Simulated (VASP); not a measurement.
# Si2Mo (MoSi2 type) (I4/mmm) in VASP: a series of runs, part 2 of 2

VASP 6.6.1. The steps go on from the part before.

### 3 Single point, PBE (10.86 Å³/atom)

This run uses another cell than the first one, of 10.86 Å³/atom.

POSCAR reads:

```
Si2Mo
1.0
   -1.4840997855      1.4840997855      3.6987192604
    1.4840997855     -1.4840997855      3.6987192604
    1.4840997855      1.4840997855     -3.6987192604
Mo Si
1 2
Direct
    0.0000000000      0.0000000000      0.0000000000
    0.3323007741      0.3323007741      0.0000000000
   -0.3323007741     -0.3323007741      0.0000000000
```

INCAR.step1 reads:

```
ALGO     = Normal         # electronic algorithm
EDIFF    = 1E-6           # SCF threshold, eV
ENCUT    = 520            # plane-wave cutoff, eV
GGA      = PE             # functional
ISIF     = 2              # what is computed and relaxed
ISMEAR   = -1             # smearing method
LASPH    = T              # aspherical terms in the spheres
LCHARG   = T              # write CHGCAR
LMAXMIX  = 4              # l up to which the mixer works
LREAL    = F              # projectors in reciprocal space
LWAVE    = F              # write WAVECAR
NBANDS   = 18             # bands
NELM     = 80             # most SCF steps
PREC     = Accurate       # precision mode
SIGMA    = 0.1            # smearing width, eV
```

KPOINTS.step1 reads:

```
k-points
0
Gamma
  14 14 14
```

INCAR.step2 reads:

```
ALGO     = Normal         # electronic algorithm
EDIFF    = 1E-6           # SCF threshold, eV
ENCUT    = 520            # plane-wave cutoff, eV
GGA      = PE             # functional
ICHARG   = 11             # starting density
ISIF     = 2              # what is computed and relaxed
ISMEAR   = -5             # smearing method
LASPH    = T              # aspherical terms in the spheres
LCHARG   = F              # write CHGCAR
LMAXMIX  = 4              # l up to which the mixer works
LORBIT   = 11             # projections on sites
LREAL    = F              # projectors in reciprocal space
LWAVE    = F              # write WAVECAR
NEDOS    = 1001           # points of the DOS
NELM     = 80             # most SCF steps
PREC     = Accurate       # precision mode
SIGMA    = 0.1            # smearing width, eV
```

KPOINTS.step2 reads:

```
k-points
0
Gamma
  21 21 21
```

Potentials or basis: VASP PAW PBE potentials, release 64 (Mo_sv, Si).

On the command line:

```bash
$ cat potpaw_PBE.64/Mo_sv/POTCAR potpaw_PBE.64/Si/POTCAR > POTCAR
$ cp INCAR.step1 INCAR
$ cp KPOINTS.step1 KPOINTS
$ mpirun -np 1 vasp_std > vasp.out
$ cp INCAR.step2 INCAR
$ cp KPOINTS.step2 KPOINTS
$ mpirun -np 1 vasp_std > vasp.out
```

OUTCAR:

```text
EDIFF = 1E-6
   ENCUT = 520
   GGA = PE
   ICHARG = 11
   ISIF = 2
   ISMEAR = -5
   LASPH = T
   LORBIT = 11
   LREAL = F
   NELM = 80
   PREC = Accurate

 ion  position               nearest neighbor table
   1  0.000  0.000  0.000-   3 2.44   2 2.44   3 2.44   2 2.44   3 2.44   2 2.44   2 2.44   3 2.44
                             2 2.46   3 2.46
   2  0.332  0.332  0.000-   3 2.43   3 2.43   3 2.43   3 2.43   1 2.44   1 2.44   1 2.44   1 2.44
                             1 2.46   3 2.48
   3  0.668  0.668  0.000-   2 2.43   2 2.43   2 2.43   2 2.43   1 2.44   1 2.44   1 2.44   1 2.44
                             1 2.46   2 2.48

  LATTYP: Found a body centered tetragonal cell.
 ALAT       =     2.9681995710
 C/A-ratio  =     2.4922308436

  Lattice vectors:

 A1 = (  -1.4840997855,   1.4840997855,   3.6987192604)
 A2 = (   1.4840997855,  -1.4840997855,   3.6987192604)
 A3 = (   1.4840997855,   1.4840997855,  -3.6987192604)

Analysis of symmetry for initial positions (statically):
=====================================================================
[... 604 lines left out ...]
      7       9.9265      2.00000
      8      10.6983      2.00000
      9      12.5607      2.00000
     10      13.0214      2.00000
     11      14.2346      2.00000
     12      18.3229      0.00000
     13      19.4862      0.00000
     14      20.0634      0.00000
     15      21.2291      0.00000

 [... further k-points ...]

------------------------ aborting loop because EDIFF is reached ----------------------------------------

  FORCE on cell =-STRESS in cart. coord.  units (eV):
  Direction    XX          YY          ZZ          XY          YZ          ZX
  --------------------------------------------------------------------------------------
  -------------------------------------------------------------------------------------
  Total       15.1550260     15.1550260     15.1093666      0.0000000     -0.0000000     -0.0000000
  in kB      745.1259734    745.1259734    742.8810414      0.0000000     -0.0000000     -0.0000000
  external PRESSURE =     744.3776627 kB  Pullay stress =       0.0000000 kB

 VOLUME and BASIS-vectors are now :
 -----------------------------------------------------------------------------
  energy-cutoff  :      520.00
  volume of cell :       32.59
      direct lattice vectors                 reciprocal lattice vectors
    -1.484099785  1.484099785  3.698719260     0.000000000  0.336904570  0.135181928
     1.484099785 -1.484099785  3.698719260     0.336904570  0.000000000  0.135181928
     1.484099785  1.484099785 -3.698719260     0.336904570  0.336904570  0.000000000

 POSITION                                       TOTAL-FORCE (eV/Angst)
 -----------------------------------------------------------------------------------
      0.00000      0.00000      0.00000         0.000000      0.000000     -0.000000
      0.00000      0.00000      2.45817         0.000000      0.000000      0.004268
      0.00000      0.00000      4.93926        -0.000000     -0.000000     -0.004268
 -----------------------------------------------------------------------------------
    total drift:                               -0.000000      0.000000      0.000000

  FREE ENERGIE OF THE ION-ELECTRON SYSTEM (eV)
  ---------------------------------------------------
  free  energy   TOTEN  =       -21.7012104576 eV

  energy  without entropy=      -21.7012104576  energy(sigma->0) =      -21.70121046

 total charge

# of ion       s       p       d       tot
------------------------------------------
    1        2.355   6.315   4.628  13.297
    2        0.754   1.038   0.000   1.792
    3        0.754   1.038   0.000   1.792
--------------------------------------------------
tot          3.863   8.392   4.628  16.882
```

OUTCAR.step1:

```text
EDIFF = 1E-6
   ENCUT = 520
   GGA = PE
   ISIF = 2
[... 733 lines left out ...]
      0.00000      0.00000      0.00000         0.000000      0.000000      0.000000
      0.00000      0.00000      2.45817         0.000000      0.000000     -0.016182
      0.00000      0.00000      4.93926        -0.000000     -0.000000      0.016182
 -----------------------------------------------------------------------------------
    total drift:                               -0.000000      0.000000     -0.000000

  FREE ENERGIE OF THE ION-ELECTRON SYSTEM (eV)
  ---------------------------------------------------
  free  energy   TOTEN  =       -21.7053977351 eV

  energy  without entropy=      -21.6971140035  energy(sigma->0) =      -21.70125587
```

Wall time 8.1 min (1 thread of Intel Xeon 8259CL, shared host); peak memory 0.47 GiB.

What came out:

```
Valence electrons inside the program's atomic spheres : Mo 13.30; Si 1.79
```

Caveat: tetrahedron occupations give inexact forces and stress in metals.

### 4 Single point, PBE

This run uses another cell than the first one, of 13.58 Å³/atom.

POSCAR reads:

```
Si2Mo
1.0
   -1.6082561670      1.6082561670      3.9371062545
    1.6082561670     -1.6082561670      3.9371062545
    1.6082561670      1.6082561670     -3.9371062545
Mo Si
1 2
Direct
    0.0000000000      0.0000000000      0.0000000000
    0.3350632500      0.3350632500      0.0000000000
   -0.3350632500     -0.3350632500      0.0000000000
```

INCAR.step1 reads:

```
  PREC = Accurate
  ENCUT = 520
  EDIFF = 1E-6
  ISMEAR = -1
  SIGMA = 0.1
  LREAL = F
  LASPH = T
  NELM = 80
  ALGO = Normal
  ISIF = 2
  LWAVE = F
  LCHARG = T
  LMAXMIX = 4
  GGA = PE
  NBANDS = 18
```

KPOINTS.step1 reads:

```
Automatic mesh
0
Gamma
  14 14 14
```

INCAR.step2 reads:

```
  PREC = Accurate
  ENCUT = 520
  EDIFF = 1E-6
  ISMEAR = -5
  SIGMA = 0.1
  LREAL = F
  LASPH = T
  NELM = 80
  ALGO = Normal
  ISIF = 2
  LWAVE = F
  LCHARG = F
  LMAXMIX = 4
  GGA = PE
  LORBIT = 11
  NBANDS = 18
  NEDOS = 2001
  ICHARG = 11
```

KPOINTS.step2 reads:

```
Automatic mesh
0
Gamma
  21 21 21
```

On the command line:

```bash
$ cat potpaw_PBE.64/Mo_sv/POTCAR potpaw_PBE.64/Si/POTCAR > POTCAR
$ cp INCAR.step1 INCAR
$ cp KPOINTS.step1 KPOINTS
$ mpirun -np 1 vasp_std > vasp.out
$ cp INCAR.step2 INCAR
$ cp KPOINTS.step2 KPOINTS
$ mpirun -np 1 vasp_std > vasp.out
```

Run time: 12 min. Hardware: 1 thread of Intel Xeon 8259CL, shared host; peak memory 0.6 GiB.

Results (log left out):

| Item | Value |
| --- | --- |
| Valence electrons inside the program's atomic spheres | Mo 12.65; Si 1.61 |

Levels at points of the mesh, in eV from the Fermi level:
```
           k point  band 8  band 9  band 10  band 11  band 12  band 13  band 14  band 15
(0.00, 0.00, 0.00)   -2.98   -2.58    -2.58     0.37     3.08     3.25     3.48     3.48
```

Caveat: tetrahedron occupations give inexact forces and stress in metals.
